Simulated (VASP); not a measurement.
Here is a VASP 6.6.1 calculation.

The input INCAR:

```
SYSTEM = Si2Os3Ru
PREC = Accurate ; ENCUT = 600
EDIFF = 1E-6 ; ISMEAR = 0
SIGMA = 0.1 ; LREAL = .False.
LASPH = .True. ; NELM = 60
ALGO = Fast ; ISIF = 3
LWAVE = .False. ; LCHARG = .False.
GGA = PE ; IBRION = 2
NSW = 90 ; EDIFFG = -0.04
```

The input KPOINTS:

```
Automatic mesh
0
Gamma
  6 6 2
  0 0 0
```

POSCAR

```
Si2Os3Ru
1.0
    3.0042950100      0.0000000000      0.0000000000
   -1.5021475000      2.6017958000      0.0000000000
    0.0000000000      0.0000000000     12.2257318900
Si Ru Os
2 1 3
Direct
    0.0000000000      0.0000000000      0.8408849000
    0.0000000000      0.0000000000      0.1591151000
    0.3333333300      0.6666666700      0.0000000000
    0.3333333300      0.6666666700      0.3182302000
    0.6666666700      0.3333333300      0.5000000000
    0.3333333300      0.6666666700      0.6817698000
```

Potentials or basis: VASP PAW PBE potentials, release 64 (Si, Ru_pv, Os).

The run is started by

```bash
$ cat potpaw_PBE.64/Si/POTCAR potpaw_PBE.64/Ru_pv/POTCAR potpaw_PBE.64/Os/POTCAR > POTCAR
$ mpirun -np 1 vasp_std > vasp.out
```

Estimate the relaxed volume.

13.77 Å³/atom.

What does it give for the space group after relaxing (to 0.1 Å)?

P-6m2 (No. 187).

Predict the relaxed cell.

a = 2.839 Å, b = 2.839 Å, c = 11.835 Å, α = 90.00°, β = 90.00°, γ = 120.00°.

Final structure:
```xyz
6
Lattice="2.8387 0.0000 0.0000 -1.4193 2.4583 0.0000 0.0000 0.0000 11.8355" Properties=species:S:1:pos:R:3 pbc="T T T"
Si    0.0000    0.0000    9.9790
Si    0.0000    0.0000    1.8565
Ru    0.0000    1.6389   11.8355
Os    0.0000    1.6389    3.7567
Os    1.4193    0.8194    5.9177
Os    0.0000    1.6389    8.0788
```

Caveat: the k points lie up to 0.43 Å⁻¹ apart in the final cell, too coarse for converged energies and pressures of a metal; the highest band is partly filled, so the run has too few bands.
